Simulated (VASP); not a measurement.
Wanted: the native input for a VASP 6.6.1 run.

| Item | Value |
| --- | --- |
| Task | single point |
| Functional | PBE |
| Potentials or basis | VASP PAW PBE potentials, release 64 (Sn_d, O) |
| Cutoff | 520 eV |
| k mesh | 12 × 12 × 12 |
| Occupations | gaussian, width 0.02 eV |
| Spin | no spin polarisation |
| Dipole correction | no |
| Further INCAR settings | ALGO = Normal; EDIFF = 1e-06; NBANDS = 20 |

The structure of SnO2 lies in POSCAR:

```
SnO2
1.0
    1.5621442525      0.9019044047      4.7814862255
   -1.5621442525      0.9019044047      4.7814862255
    0.0000000000     -1.8038088094      4.7814862255
Sn O
1 2
Direct
    0.5000000000      0.5000000000      0.5000000000
    0.2422724737      0.2422724737      0.2422724737
    0.7577275263      0.7577275263      0.7577275263
```

This cell differs from its parent crystal: strained.

One way to write it, as run:

INCAR

```
  ALGO = Normal
  EDIFF = 1E-6
  ENCUT = 520
  GGA = PE
  ISIF = 2
  ISMEAR = 0
  LASPH = True
  LCHARG = False
  LREAL = False
  LWAVE = False
  NBANDS = 20
  NELM = 100
  PREC = Accurate
  SIGMA = 0.02
```

KPOINTS

```
k-points
0
Gamma
  12 12 12
```

Potentials or basis: VASP PAW PBE potentials, release 64 (Sn_d, O).

Launch:

```bash
$ cat potpaw_PBE.64/Sn_d/POTCAR potpaw_PBE.64/O/POTCAR > POTCAR
$ mpirun -np 1 vasp_std > vasp.out
```

It gave:

The pressure is 7.3 GPa. The largest force is 0.405 eV/Å and the band gap on the k mesh is 2.34 eV (least direct gap 2.43 eV).

Caveat: the cell differs from its parent crystal (strained); the cell stands under pressure; spin-orbit coupling is left out, which moves the levels of the heavy elements.

Wall time 2.5 min on 1 thread of AMD EPYC 9R45 96-Core Processor (Zen 5), on a shared host, peak memory 0.3 GiB.
